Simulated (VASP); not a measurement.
BaTe, 2 atoms in the cell. The structure is cubic, space group Fm-3m (No. 225). Conventional cell: a = 7.065 Å, b = 7.065 Å, c = 7.065 Å, α = 90.00°, β = 90.00°, γ = 90.00°. Within 4.6 Å of Ba (site symmetry m-3m) lie 6 Te at 3.53 Å. Te (site symmetry m-3m) has 6 Ba at 3.53 Å within 4.6 Å. 

* Program: VASP 6.6.1
* Task: dielectric tensor
* Functional: r2SCAN
* Potentials or basis: VASP PAW PBE potentials, release 64 (Ba_sv, Te)
* Cutoff: 520 eV
* k mesh: 6 × 6 × 6
* Occupations: gaussian, width 0.01 eV
* Spin: no spin polarisation
* Dipole correction: no
* Further INCAR settings: ALGO = Normal; EDIFF = 1e-08

Potentials or basis: VASP PAW PBE potentials, release 64 (Ba_sv, Te).

Launch:

```console
$ cat potpaw_PBE.64/Ba_sv/POTCAR potpaw_PBE.64/Te/POTCAR > POTCAR
$ mpirun -np 1 vasp_std > vasp.out
```

Hardware: 1 thread of Intel(R) Xeon(R) 6975P-C (Granite Rapids), with other jobs on the host.

Problem. How long does it take, and how much memory?

Solution. Run time: 30 min on 1 thread of Intel(R) Xeon(R) 6975P-C (Granite Rapids), on a shared host, peak memory 0.55 GiB. Counts: scf iterations 77, k points 16.
